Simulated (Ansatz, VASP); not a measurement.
## ZrO2: VASP beside Ansatz

```
CELL_PARAMETERS angstrom
0.00000 2.53500 2.53500
2.53500 0.00000 2.53500
2.53500 2.53500 0.00000
ATOMIC_POSITIONS crystal
Zr 0.00000 0.00000 0.00000
O 0.25000 0.25000 0.25000
O 0.75000 0.75000 0.75000
```

Alike in both runs: task single point; functional r2SCAN; k mesh 6 × 6 × 6; no spin polarisation.

|  | VASP | Ansatz |
| --- | --- | --- |
| version | VASP 6.6.1 | Ansatz 0.2.0 |
| potentials or method | VASP PAW PBE potentials, release 64 (Zr_sv, O), cutoff 660 eV | plane waves, PAW |
| occupations | gaussian, width 0.01 eV | fixed |
| valence electrons in the cell | 24 | 24 |

```tsv
	VASP	Ansatz	Ansatz less VASP
pressure (GPa)	3.0	3.0	-0.08
```

VASP's potentials were made for PBE, not for r2SCAN.
